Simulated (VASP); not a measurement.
# Cu (Fm-3m) in VASP: further runs, part 3 of 3

VASP 6.6.1.

**5. Single point, r2SCAN**

POSCAR reads:

```
Cu
1.0
    0.0000000000      1.7881324402      1.7881324402
    1.7881324402      0.0000000000      1.7881324402
    1.7881324402      1.7881324402      0.0000000000
Cu
1
Direct
    0.0000000000      0.0000000000      0.0000000000
```

INCAR.step1 reads:

```
PREC = Accurate
ENCUT = 520
ISMEAR = 1
SIGMA = 0.2
LREAL = False
LASPH = True
NELM = 100
NBANDS = 12
GGA = PE
ALGO = Normal
EDIFF = 1E-4
LWAVE = True
LCHARG = False
```

INCAR.step2 reads:

```
PREC = Accurate
ENCUT = 520
EDIFF = 1E-6
ISMEAR = 1
SIGMA = 0.2
LREAL = False
LASPH = True
NELM = 100
ALGO = Normal
ISIF = 2
LWAVE = False
LCHARG = False
METAGGA = R2SCAN
LMIXTAU = True
NBANDS = 12
ISTART = 1
```

KPOINTS reads:

```
regular mesh
0
Gamma
  15 15 15
```

Potentials or basis: VASP PAW PBE potentials, release 64 (Cu).

The run is started by

```
$ cat potpaw_PBE.64/Cu/POTCAR > POTCAR
$ cp INCAR.step1 INCAR
$ mpirun -np 1 vasp_std > vasp.out
$ cp INCAR.step2 INCAR
$ mpirun -np 1 vasp_std > vasp.out
```

OUTCAR:

```text
PREC = Accurate
   ENCUT = 520
   EDIFF = 1E-6
   ISMEAR = 1
   LREAL = False
   LASPH = True
   NELM = 100
   ISIF = 2
   METAGGA = R2SCAN
   ISTART = 1

 ion  position               nearest neighbor table
   1  0.000  0.000  0.000-

  LATTYP: Found a face centered cubic cell.
 ALAT       =     3.5762648804

  Lattice vectors:

 A1 = (   0.0000000000,   1.7881324402,   1.7881324402)
 A2 = (   1.7881324402,   0.0000000000,   1.7881324402)
 A3 = (   1.7881324402,   1.7881324402,   0.0000000000)

Analysis of symmetry for initial positions (statically):
=====================================================================
 Subroutine PRICEL returns:
 Original cell was already a primitive cell.

 Routine SETGRP: Setting up the symmetry group for a
 face centered cubic supercell.

 Subroutine GETGRP returns: Found 48 space group operations
 (whereof 48 operations were pure point group operations)
 out of a pool of 48 trial point group operations.

The static configuration has the point symmetry O_h .

Analysis of symmetry for dynamics (positions and initial velocities):
=====================================================================
 Subroutine PRICEL returns:
 Original cell was already a primitive cell.

 Routine SETGRP: Setting up the symmetry group for a
 face centered cubic supercell.

 Subroutine GETGRP returns: Found 48 space group operations
 (whereof 48 operations were pure point group operations)
 out of a pool of 48 trial point group operations.

The dynamic configuration has the point symmetry O_h .

 Subroutine INISYM returns: Found 48 space group operations
 (whereof 48 operations are pure point group operations),
 and found     1 'primitive' translations

----------------------------------------------------------------------------------------

                                     Primitive cell

  volume of cell :      11.4348

  direct lattice vectors                    reciprocal lattice vectors
     0.000000000  1.788132440  1.788132440    -0.279621346  0.279621346  0.279621346
     1.788132440  0.000000000  1.788132440     0.279621346 -0.279621346  0.279621346
     1.788132440  1.788132440  0.000000000     0.279621346  0.279621346 -0.279621346

  length of vectors
     2.528801148  2.528801148  2.528801148     0.484318378  0.484318378  0.484318378

  position of ions in fractional coordinates (direct lattice)
     0.000000000  0.000000000  0.000000000

  ion indices of the primitive-cell ions
   primitive index   ion index
                 1           1

----------------------------------------------------------------------------------------

 KPOINTS: regular mesh

Automatic generation of k-mesh.
 Grid dimensions read from file:
 generate k-points for:   15   15   15

 Generating k-lattice:

  Cartesian coordinates                     Fractional coordinates (reciprocal lattice)
    -0.018641423  0.018641423  0.018641423     0.066666667  0.000000000  0.000000000
     0.018641423 -0.018641423  0.018641423     0.000000000  0.066666667  0.000000000
     0.018641423  0.018641423 -0.018641423     0.000000000  0.000000000  0.066666667

  Length of vectors
     0.032287892  0.032287892  0.032287892

  Shift w.r.t. Gamma in fractional coordinates (k-lattice)
     0.000000000  0.000000000  0.000000000

 Subroutine IBZKPT returns following result:
 ===========================================

 Found    120 irreducible k-points:

 Following reciprocal coordinates:
            Coordinates               Weight
  0.000000  0.000000  0.000000      1.000000
  0.066667  0.000000  0.000000      8.000000
  0.133333  0.000000  0.000000      8.000000
  0.200000  0.000000  0.000000      8.000000
  0.266667  0.000000  0.000000      8.000000
  0.333333  0.000000  0.000000      8.000000
[... 16 lines left out ...]
  0.133333  0.133333  0.000000      6.000000
  0.200000  0.133333  0.000000     24.000000
 [... further k-points ...]
   k-points           NKPTS =    120   k-points in BZ     NKDIM =    120   number of bands    NBANDS=     12
   number of dos      NEDOS =    301   number of ions     NIONS =      1
   total plane-waves  NPLWV =   8000
   dimension x,y,z NGX =    20 NGY =   20 NGZ =   20
   dimension x,y,z NGXF=    40 NGYF=   40 NGZF=   40
   ions per type =               1
   NGX,Y,Z   is equivalent  to a cutoff of  13.15, 13.15, 13.15 a.u.
   NGXF,Y,Z  is equivalent  to a cutoff of  26.30, 26.30, 26.30 a.u.
 SYSTEM =  unknown system
   PREC   = accura    normal or accurate (medium, high low for compatibility)
   ISTART =      1    job   : 0-new  1-cont  2-samecut
   ICHARG =      0    charge: 1-file 2-atom 10-const
   ISPIN  =      1    spin polarized calculation?
   LNONCOLLINEAR =      F non collinear calculations
   LSORBIT =      F    spin-orbit coupling
   LASPH  =      T    aspherical Exc in radial PAW
   ENCUT  =  520.0 eV  38.22 Ry    6.18 a.u.   4.70  4.70  4.70*2*pi/ulx,y,z
   NELM   =    100;   NELMIN=  2; NELMDL=  0     # of ELM steps
   EDIFF  = 0.1E-05   stopping-criterion for ELM
   LREAL  =      F    real-space projection
   EDIFFG = 0.1E-04   stopping-criterion for IOM
   NSW    =      0    number of steps for IOM
   IBRION =     -1    ionic relax: 0-MD 1-quasi-New 2-CG
   NFREE  =      0    steps in history (QN), initial steepest desc. (CG)
   ISIF   =      2    stress and relaxation
   ISYM   =      2    0-nonsym 1-usesym 2-fastsym
   POTIM  = 0.5000    time-step for ionic-motion
   TEBEG  =    0.0;   TEEND  =   0.0 temperature during run
   PSTRESS=    0.0 pullay stress
   NELECT =      11.0000    total number of electrons
   NUPDOWN=      -1.0000    fix difference up-down
   EMIN   =  10.00;   EMAX   =-10.00  energy-range for DOS
   EFERMI =   0.00;   METHOD = LEGACY
   ISMEAR =     1;   SIGMA  =   0.20  broadening in eV -4-tet -1-fermi 0-gaus
   EFERMI_NEDOS =   21; number of points for ismear=-14 and -15
   IALGO  =     38    algorithm
   IMIX   =      4    mixing-type and parameters
     AMIX     =   0.40;   BMIX     =  1.00
     AMIX_MAG =   1.60;   BMIX_MAG =  1.00
  volume/ion in A,a.u.               =      11.43        77.17
  Fermi-wavevector in a.u.,A,eV,Ry     =   1.616079  3.053947 35.534510  2.611713
  Thomas-Fermi vector in A             =   2.710724
   LORBIT       =      0    0 simple, 1 ext, 2 COOP (PROOUT), +10 PAW based schemes
   METAGGA = R2SCAN    functional components
   LHFCALC =     F    Hartree Fock is set to
   AEXX    =    0.0000 exact exchange contribution
   IVDW    =     0    specifies the selected vdW correction
   LEPSILON=     F    determine dielectric tensor
   LRPA    =     F    only Hartree local field effects (RPA)
 non-spin polarized calculation
 Methfessel and Paxton  Order N= 1 SIGMA  =   0.20
  energy-cutoff  :      520.00
  volume of cell :       11.43
 maximum number of plane-waves:       331
   NGX =  9   NGY =  9   NGZ =  9

 number of electron      11.0000012 magnetization

 Free energy of the ion-electron system (eV)
  ---------------------------------------------------
  ext. energy  EPLUGINS =         0.00000000
  ---------------------------------------------------
  free energy    TOTEN  =       -10.82529967 eV

  energy without entropy =      -10.82463475  energy(sigma->0) =      -10.82507803

 E-fermi :   7.9092     XC(G=0): -13.9663

 val. band max:        7.8855312586   @ k =  -0.4667   0.1333   0.0667
 cond. band min:       8.0098071058   @ k =  -0.3333   0.2000   0.0000
 fundamental gap:      0.1242758471
 Fermi energy:         7.9091904286

 k-point     1 :       0.0000    0.0000    0.0000
  band No.  band energies     occupation
      1      -2.1272      2.00000
      2       4.5509      2.00000
      3       4.5510      2.00000
      4       4.5510      2.00000
      5       5.4085      2.00000
      6       5.4085      2.00000
      7      31.4515      0.00000
      8      34.7442      0.00000
      9      34.7442      0.00000
     10      34.7445      0.00000
     11      37.1572      0.00000
     12      37.1572      0.00000

 k-point     2 :       0.0667    0.0000    0.0000
  band No.  band energies     occupation
      1      -1.9551      2.00000
      2       4.5135      2.00000
      3       4.5834      2.00000
      4       4.5835      2.00000
      5       5.3957      2.00000
      6       5.3957      2.00000
      7      30.5078      0.00000
      8      32.9106      0.00000
      9      34.1946      0.00000
     10      34.1948      0.00000
     11      37.9408      0.00000
     12      37.9409      0.00000
[... 316 lines left out ...]
 k-point    24 :       0.2000    0.1333    0.0000
  band No.  band energies     occupation
      1      -0.6294      2.00000
      2       4.1567      2.00000
      3       4.8352      2.00000
      4       4.8682      2.00000
      5       5.1461      2.00000
      6       5.5568      2.00000
      7      26.5217      0.00000
      8      29.0529      0.00000
      9      29.8893      0.00000
     10      32.2194      0.00000
     11      35.5523      0.00000
     12      41.1402      0.00000

 [... further k-points ...]
[... 5 lines left out ...]
  --------------------------------------------------------------------------------------
  -------------------------------------------------------------------------------------
  Total        0.0223005      0.0223005      0.0223005     -0.0000000     -0.0000000     -0.0000000
  in kB        3.1246177      3.1246177      3.1246177     -0.0000000     -0.0000000     -0.0000000
  external PRESSURE =       3.1246177 kB  Pullay stress =       0.0000000 kB

 VOLUME and BASIS-vectors are now :
 -----------------------------------------------------------------------------
  energy-cutoff  :      520.00
  volume of cell :       11.43
      direct lattice vectors                 reciprocal lattice vectors
     0.000000000  1.788132440  1.788132440    -0.279621346  0.279621346  0.279621346
     1.788132440  0.000000000  1.788132440     0.279621346 -0.279621346  0.279621346
     1.788132440  1.788132440  0.000000000     0.279621346  0.279621346 -0.279621346

 POSITION                                       TOTAL-FORCE (eV/Angst)
 -----------------------------------------------------------------------------------
      0.00000      0.00000      0.00000         0.000000     -0.000000     -0.000000
 -----------------------------------------------------------------------------------
    total drift:                                0.000000      0.000000      0.000000

  FREE ENERGIE OF THE ION-ELECTRON SYSTEM (eV)
  ---------------------------------------------------
  free  energy   TOTEN  =       -10.8252996697 eV

  energy  without entropy=      -10.8246347502  energy(sigma->0) =      -10.82507803
```

Run time: 1.8 min. Hardware: 1 thread of Intel Xeon 8259CL, shared host; peak memory 0.14 GiB.

What came out:

- Free energy: -10.8253 eV
- Pressure: 0.3 GPa

Caveat: the PAW data sets were made with another functional, which shifts forces and pressure a little.

**6. Overview**

| smearing | gap on the mesh (eV) | pressure (GPa) |
| --- | --- | --- |
| fermi-dirac 0.03 eV | none | 0.3 |
| fermi-dirac 0.2 eV | none | 0.6 |
| fermi-dirac 0.3 eV | none | 0.9 |
| methfessel-paxton 0.2 eV | none | 0.3 |

Alike in all rows: task single point; level r2SCAN; potentials or basis VASP PAW PBE potentials, release 64 (Cu); no spin polarisation; cell as given; k mesh 15 × 15 × 15; cutoff (eV) 520.

Every run on the cell as given and a fine mesh finds a metal.

Caveats: the PAW data sets were made with another functional, which shifts forces and pressure a little.

Absolute energies hang on the potentials; compare differences alone.
